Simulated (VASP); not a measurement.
Write the native input for VASP 6.6.1 that does the following.

* Task: single point
* Functional: PBEsol
* Potentials or basis: VASP PAW PBE potentials, release 64 (W_sv, Se)
* Cutoff: 520 eV
* k mesh: 12 × 12 × 2
* Occupations: gaussian, width 0.05 eV
* Spin: no spin polarisation
* Dipole correction: no
* Further INCAR settings: ALGO = Normal; EDIFF = 1e-06; NBANDS = 20

The structure of WSe2 lies in POSCAR:

```
WSe2
1.0
    3.3179375931      0.0000000000      0.0000000000
   -1.6589687966      2.8734182438      0.0000000000
    0.0000000000      0.0000000000     16.6581424200
W Se
1 2
Direct
    0.0000000000      0.0000000000      0.0000000000
    0.3207273653      0.6574384576      0.0997865200
    0.3459393014      0.6758948757      0.9002134800
```

This cell differs from its parent crystal: atoms displaced along a vibrational mode.

The input as run:

INCAR

```
ALGO = Normal
EDIFF = 1E-6
ENCUT = 520
GGA = PS
ISIF = 2
ISMEAR = 0
LASPH = T
LCHARG = T
LELF = T
LREAL = F
LVHAR = T
LWAVE = F
NBANDS = 20
NELM = 60
PREC = Accurate
SIGMA = 0.05
```

KPOINTS

```
k-points
0
Gamma
  12 12 2
```

Potentials or basis: VASP PAW PBE potentials, release 64 (W_sv, Se).

Launch:

```console
$ cat potpaw_PBE.64/W_sv/POTCAR potpaw_PBE.64/Se/POTCAR > POTCAR
$ mpirun -np 1 vasp_std > vasp.out
```

It gave:

```
Largest force          : 0.330 eV/Å
Band gap on the k mesh : 1.51 eV
```

Caveat: the cell differs from its parent crystal (atoms displaced along a vibrational mode); the PAW data sets were made with another functional, which shifts forces and pressure a little; spin-orbit coupling is left out, which moves the levels of the heavy elements.

It took 6 min on 1 thread of Intel(R) Xeon(R) 6975P-C (Granite Rapids), on a shared host, peak memory 0.62 GiB.
